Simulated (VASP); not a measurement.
# Mo4H in VASP: relaxation of the atoms with PBEsol

Aim: the relaxation of the atoms of Mo4H with PBEsol.

Program: VASP 6.6.1. These are calculated values, not measurements. Logs are shortened: lines on timing, memory, paths and dates and some standing lists are left out, and cuts for length are marked.

## (1) The cell of the first run

The cell holds a slab with vacuum, 5 atoms: a = 2.710 Å, b = 2.710 Å, c = 25.638 Å, α = 90.00°, β = 90.00°, γ = 109.47°.

## (2) Relaxation of the atoms, PBEsol

Input file INCAR:

```
SYSTEM = Mo4H
PREC = Accurate
ENCUT = 520
EDIFF = 1E-6
ISMEAR = 0
SIGMA = 0.1
LREAL = .False.
LASPH = .True.
NELM = 100
ALGO = Fast
ISIF = 2
LWAVE = .False.
LCHARG = .False.
LDIPOL = .True.
IDIPOL = 3
DIPOL = 0.5 0.5 0.494
GGA = PS
IBRION = 2
NSW = 90
EDIFFG = -0.03
KPAR = 4
```

Input file KPOINTS:

```
regular mesh
0
Gamma
  11 11 1
  0 0 0
```

Input file POSCAR:

```
Mo4H
1.0
    2.7100592320      0.0000000000      0.0000000000
   -0.9033530773      2.5550683472      0.0000000000
    0.0000000000      0.0000000000     25.6382622912
Mo H
4 1
Selective dynamics
Direct
    0.5000000000      0.5000000000      0.3315357299  F F F
    0.0000000000      0.0000000000      0.4178424410  F F F
    0.5000000000      0.5000000000      0.5041719012  T T T
    0.0000000000      0.0000000000      0.5867100357  T T T
    0.3333333333      0.6666666667      0.6303947436  T T T
```

Potentials or basis: VASP PAW PBE potentials, release 64 (Mo_sv, H).

Run with:

```console
$ cat potpaw_PBE.64/Mo_sv/POTCAR potpaw_PBE.64/H/POTCAR > POTCAR
$ mpirun -np 4 vasp_std > vasp.out
```

OUTCAR:

```text
SYSTEM = Mo4H
   PREC = Accurate
   ENCUT = 520
   EDIFF = 1E-6
   ISMEAR = 0
   LREAL = .False.
   LASPH = .True.
   NELM = 100
   ISIF = 2
   GGA = PS
   IBRION = 2
   NSW = 90
   EDIFFG = -0.03

 ion  position               nearest neighbor table
   1  0.500  0.500  0.332-   2 2.71   2 2.71   2 3.13   2 3.13
   2  0.000  0.000  0.418-   1 2.71   1 2.71   3 2.71   3 2.71   1 3.13   1 3.13   3 3.13   3 3.13

   3  0.500  0.500  0.504-   4 2.63   4 2.63   2 2.71   2 2.71   4 3.06   4 3.06   2 3.13   2 3.13

   4  0.000  0.000  0.587-   5 1.85   5 2.06   5 2.06   3 2.63   3 2.63   3 3.06   3 3.06
   5  0.333  0.667  0.630-   4 1.85   4 2.06   4 2.06

  LATTYP: Found a base centered orthorhombic cell.
 ALAT       =     3.1293068543
 B/A-ratio  =     1.4142135623
 C/A-ratio  =     8.1929524604

  Lattice vectors:

 A1 = (   2.7100592320,   0.0000000000,   0.0000000000)
 A2 = (  -0.9033530773,   2.5550683472,   0.0000000000)
 A3 = (   0.0000000000,   0.0000000000,  25.6382622912)

Analysis of symmetry for initial positions (statically):
=====================================================================
 Subroutine PRICEL returns:
 Original cell was already a primitive cell.

 Routine SETGRP: Setting up the symmetry group for a
 base centered orthorhombic supercell.

 Subroutine GETGRP returns: Found  2 space group operations
 (whereof  2 operations were pure point group operations)
 out of a pool of  8 trial point group operations.

The static configuration has the point symmetry C_1h.

Analysis of symmetry for dynamics (positions and initial velocities):
=====================================================================
 Subroutine PRICEL returns:
 Original cell was already a primitive cell.

 Routine SETGRP: Setting up the symmetry group for a
 base centered orthorhombic supercell.

 Subroutine GETGRP returns: Found  2 space group operations
 (whereof  2 operations were pure point group operations)
 out of a pool of  8 trial point group operations.

The dynamic configuration has the point symmetry C_1h.

Analysis of constrained symmetry for selective dynamics:
=====================================================================
 Subroutine PRICEL returns:
 Original cell was already a primitive cell.

 Routine SETGRP: Setting up the symmetry group for a
 base centered orthorhombic supercell.

 Subroutine GETGRP returns: Found  2 space group operations
 (whereof  2 operations were pure point group operations)
 out of a pool of  8 trial point group operations.

The constrained configuration has the point symmetry C_1h.

 Subroutine INISYM returns: Found  2 space group operations
 (whereof  2 operations are pure point group operations),
 and found     1 'primitive' translations

----------------------------------------------------------------------------------------

                                     Primitive cell

  volume of cell :     177.5292

  direct lattice vectors                    reciprocal lattice vectors
     2.710059232  0.000000000  0.000000000     0.368995625  0.130459654  0.000000000
    -0.903353077  2.555068347  0.000000000     0.000000000  0.391378963  0.000000000
     0.000000000  0.000000000 25.638262291     0.000000000  0.000000000  0.039004204

  length of vectors
     2.710059232  2.710059232 25.638262291     0.391378963  0.391378963  0.039004204

  position of ions in fractional coordinates (direct lattice)
     0.500000000  0.500000000  0.331535730
     0.000000000  0.000000000  0.417842441
     0.500000000  0.500000000  0.504171901
     0.000000000  0.000000000  0.586710036
     0.333333333  0.666666667  0.630394744

  ion indices of the primitive-cell ions
[... 65 lines left out ...]
   ions per type =               4   1
   NGX,Y,Z   is equivalent  to a cutoff of  12.27, 12.27, 12.45 a.u.
   NGXF,Y,Z  is equivalent  to a cutoff of  24.54, 24.54, 24.90 a.u.
 SYSTEM =  Mo4H
   PREC   = accura    normal or accurate (medium, high low for compatibility)
   ISTART =      0    job   : 0-new  1-cont  2-samecut
   ICHARG =      2    charge: 1-file 2-atom 10-const
   ISPIN  =      1    spin polarized calculation?
   LNONCOLLINEAR =      F non collinear calculations
   LSORBIT =      F    spin-orbit coupling
   LASPH  =      T    aspherical Exc in radial PAW
   ENCUT  =  520.0 eV  38.22 Ry    6.18 a.u.   5.04  5.04 47.67*2*pi/ulx,y,z
   NELM   =    100;   NELMIN=  2; NELMDL= -5     # of ELM steps
   EDIFF  = 0.1E-05   stopping-criterion for ELM
   LREAL  =      F    real-space projection
   EDIFFG = -.3E-01   stopping-criterion for IOM
   NSW    =     90    number of steps for IOM
   IBRION =      2    ionic relax: 0-MD 1-quasi-New 2-CG
   NFREE  =      1    steps in history (QN), initial steepest desc. (CG)
   ISIF   =      2    stress and relaxation
   ISYM   =      2    0-nonsym 1-usesym 2-fastsym
   POTIM  = 0.5000    time-step for ionic-motion
   TEBEG  =    0.0;   TEEND  =   0.0 temperature during run
   PSTRESS=    0.0 pullay stress
   NELECT =      57.0000    total number of electrons
   NUPDOWN=      -1.0000    fix difference up-down
   EMIN   =  10.00;   EMAX   =-10.00  energy-range for DOS
   EFERMI =   0.00;   METHOD = LEGACY
   ISMEAR =     0;   SIGMA  =   0.10  broadening in eV -4-tet -1-fermi 0-gaus
   EFERMI_NEDOS =   21; number of points for ismear=-14 and -15
   IALGO  =     68    algorithm
   IMIX   =      4    mixing-type and parameters
     AMIX     =   0.40;   BMIX     =  1.00
     AMIX_MAG =   1.60;   BMIX_MAG =  1.00
  volume/ion in A,a.u.               =      35.51       239.61
  Fermi-wavevector in a.u.,A,eV,Ry     =   1.121011  2.118403 17.097970  1.256665
  Thomas-Fermi vector in A             =   2.257661
   LORBIT       =      0    0 simple, 1 ext, 2 COOP (PROOUT), +10 PAW based schemes
   GGA     = PS    functional components
   LHFCALC =     F    Hartree Fock is set to
   AEXX    =    0.0000 exact exchange contribution
   IVDW    =     0    specifies the selected vdW correction
   LEPSILON=     F    determine dielectric tensor
   LRPA    =     F    only Hartree local field effects (RPA)
 conjugate gradient relaxation of ions
 non-spin polarized calculation
 RMM-DIIS sequential band-by-band and
 Gauss-broadening in eV      SIGMA  =   0.10
  energy-cutoff  :      520.00
  volume of cell :      177.53
 maximum number of plane-waves:      4832
   NGX = 11   NGY = 11   NGZ = 95

--------------------------------------- Ionic step        1  -------------------------------------------

 number of electron      56.9999987 magnetization

 Free energy of the ion-electron system (eV)
  ---------------------------------------------------
  ext. energy  EPLUGINS =         0.00000000
  ---------------------------------------------------
  free energy    TOTEN  =       -48.48926792 eV

  energy without entropy =      -48.47066901  energy(sigma->0) =      -48.47996846

------------------------ aborting loop because EDIFF is reached ----------------------------------------

  FORCE on cell =-STRESS in cart. coord.  units (eV):
  Direction    XX          YY          ZZ          XY          YZ          ZX
  --------------------------------------------------------------------------------------
  -------------------------------------------------------------------------------------
  Total       -1.7344621     -2.6702448     -0.0633120     -1.3233966     -0.5574046      0.7882888
  in kB      -15.6532854    -24.0985976     -0.5713825    -11.9434751     -5.0305006      7.1141997
  external PRESSURE =     -13.4410885 kB  Pullay stress =       0.0000000 kB
[... 98 lines left out ...]
  FREE ENERGIE OF THE ION-ELECTRON SYSTEM (eV)
  ---------------------------------------------------
  free  energy   TOTEN  =       -48.5104782619 eV

  energy  without entropy=      -48.4923017030  energy(sigma->0) =      -48.50138998

 dipolmoment           0.000000      0.000000      0.006335 electrons x Angstroem

[... ionic steps 4 to 13 ...]

--------------------------------------- Ionic step       14  -------------------------------------------

 number of electron      56.9999991 magnetization

------------------------ aborting loop because EDIFF is reached ----------------------------------------
[... 36 lines left out ...]
 number of electron      56.9999991 magnetization

------------------------ aborting loop because EDIFF is reached ----------------------------------------

 vacuum level on the upper side and lower side of the slab       (xc-potential included)        -0.051        -0.028

  FORCE on cell =-STRESS in cart. coord.  units (eV):
  Direction    XX          YY          ZZ          XY          YZ          ZX
  --------------------------------------------------------------------------------------
  -------------------------------------------------------------------------------------
  Total       -2.5939232     -3.2887203     -1.6161556     -0.9825914     -0.0685370      0.0969256
  in kB      -23.4098058    -29.6802552    -14.5855857     -8.8677546     -0.6185371      0.8747404
  external PRESSURE =     -22.5585489 kB  Pullay stress =       0.0000000 kB
[... 26 lines left out ...]
--------------------------------------- Ionic step       16  -------------------------------------------

 number of electron      56.9999992 magnetization

 dipolmoment           0.000000      0.000000     -0.001763 electrons x Angstroem

 Free energy of the ion-electron system (eV)
  ---------------------------------------------------
  ext. energy  EPLUGINS =         0.00000000
  ---------------------------------------------------
  free energy    TOTEN  =       -48.52649274 eV

  energy without entropy =      -48.50772794  energy(sigma->0) =      -48.51711034

 E-fermi :   1.4955     XC(G=0):  -5.6184

 val. band max:        1.4915474435   @ k =  -0.1818   0.0909   0.0000
 cond. band min:       1.5196322556   @ k =   0.3636   0.0000   0.0000
 fundamental gap:      0.0280848121
 Fermi energy:         1.4955213019

 k-point     1 :       0.0000    0.0000    0.0000
  band No.  band energies     occupation
      1     -59.7071      2.00000
      2     -59.6215      2.00000
      3     -59.4885      2.00000
      4     -59.4011      2.00000
      5     -34.3149      2.00000
      6     -33.9453      2.00000
[... 877 lines left out ...]
     33       1.5545      0.40433
     34       1.7335      0.00076

 [... further k-points ...]

------------------------ aborting loop because EDIFF is reached ----------------------------------------

 vacuum level on the upper side and lower side of the slab       (xc-potential included)        -0.033         0.010

  FORCE on cell =-STRESS in cart. coord.  units (eV):
  Direction    XX          YY          ZZ          XY          YZ          ZX
  --------------------------------------------------------------------------------------
  -------------------------------------------------------------------------------------
  Total       -2.5640394     -3.2614331     -1.5768277     -0.9862637     -0.0721807      0.1020786
  in kB      -23.1401079    -29.4339921    -14.2306562     -8.9008965     -0.6514213      0.9212455
  external PRESSURE =     -22.2682521 kB  Pullay stress =       0.0000000 kB
[... 20 lines left out ...]
  FREE ENERGIE OF THE ION-ELECTRON SYSTEM (eV)
  ---------------------------------------------------
  free  energy   TOTEN  =       -48.5264927403 eV

  energy  without entropy=      -48.5077279354  energy(sigma->0) =      -48.51711034

 reached required accuracy - stopping structural energy minimisation

 vacuum level on the upper side and lower side of the slab         6.191         6.234
```

Run time: 21 min. Hardware: 4 MPI ranks of Oxide Virtual Turin-like, shared host; peak memory 0.37 GiB.

Results:

```yaml
Free_energy: -48.5265 eV
Energy_gained_by_relaxing: 7.4 meV/atom
Ionic_steps: 16
Band_gap_on_the_k_mesh: zero (an odd number of electrons rules out a gap without spin polarisation)
```

Step by step:
```csv
step,energy change (eV),largest force on free atoms (eV/Å),pressure (GPa)
1,0.0000,0.5726,-1.34
2,-0.0203,0.3088,-1.64
3,-0.0212,0.3008,-1.71
4,-0.0275,0.1675,-1.79
5,-0.0301,0.1577,-1.88
6,-0.0319,0.1062,-1.92
7,-0.0328,0.0580,-1.96
8,-0.0329,0.0641,-1.96
9,-0.0336,0.0587,-1.99
10,-0.0354,0.0494,-2.09
11,-0.0364,0.1010,-2.26
12,-0.0369,0.0398,-2.26
13,-0.0369,0.0460,-2.27
14,-0.0369,0.0469,-2.26
15,-0.0370,0.0406,-2.26
16,-0.0372,0.0226,-2.23
```

Final structure:
```
Mo H
1.0
     2.71006    0.00000    0.00000
    -0.90335    2.55507    0.00000
     0.00000    0.00000   25.63826
Mo H
4 1
Direct
  0.50000 0.50000 0.33154
  0.00000 0.00000 0.41784
  0.50184 0.49816 0.50444
  0.01137 0.98863 0.58957
  0.36493 0.63507 0.63175
```

Caveat: the PAW data sets were made with another functional, which shifts forces and pressure a little.

The gap in the log of VASP goes by the Fermi energy; the results here count the filled bands.